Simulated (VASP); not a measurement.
Set up this calculation in VASP 6.6.1, as the native input.

| Quantity | Value |
| --- | --- |
| Task | single point |
| Functional | PBE |
| Potentials or basis | VASP PAW PBE potentials, release 64 (Zr_sv, H) |
| Cutoff | 520 eV |
| k mesh | 8 × 10 × 6 |
| Occupations | gaussian, width 0.1 eV |
| Spin | no spin polarisation |
| Dipole correction | no |
| Further INCAR settings | ALGO = Normal; EDIFF = 1e-07; NBANDS = 27 |

The structure of ZrH4 lies in POSCAR:

```
ZrH4
1.0
    3.8796953577      0.0000000000     -0.0026000281
    0.0000000000      3.4445698978      0.0000000000
   -1.9359836176      0.0000000000      5.5627432302
Zr H
2 8
Direct
    0.1440680751      0.2500000000      0.7882472879
    0.8559319249      0.7500000000      0.2117527121
    0.5900196595      0.2500000000      0.6802855557
    0.9556507168      0.2500000000      0.4138415977
    0.4502742403      0.7500000000      0.8957477415
    0.9449488364      0.7500000000      0.8955728612
    0.0550511636      0.2500000000      0.1044271388
    0.5497257597      0.2500000000      0.1042522585
    0.0443492832      0.7500000000      0.5861584023
    0.4099803405      0.7500000000      0.3197144443
```

These files were run (other wordings do the same):

INCAR

```
SYSTEM = ZrH4
  PREC = Accurate
  ENCUT = 520
  EDIFF = 1E-7
  ISMEAR = 0
  SIGMA = 0.1
  LREAL = .FALSE.
  LASPH = .TRUE.
  NELM = 80
  ALGO = Normal
  ISIF = 2
  LWAVE = .FALSE.
  LCHARG = .FALSE.
  GGA = PE
  NBANDS = 27
```

KPOINTS

```
Automatic mesh
0
G
  8 10 6
  0 0 0
```

Potentials or basis: VASP PAW PBE potentials, release 64 (Zr_sv, H).

The run is started by

```bash
$ cat potpaw_PBE.64/Zr_sv/POTCAR potpaw_PBE.64/H/POTCAR > POTCAR
$ mpirun -np 1 vasp_std > vasp.out
```

It gave:

| Property | Result |
| --- | --- |
| Pressure | -0.1 GPa |
| Band gap on the k mesh | zero (bands 16 and 17 overlap by 0.45 eV) |

Wall time 5.7 min on 1 thread of Intel(R) Xeon(R) Platinum 8488C (Sapphire Rapids), on a shared host, peak memory 0.37 GiB.
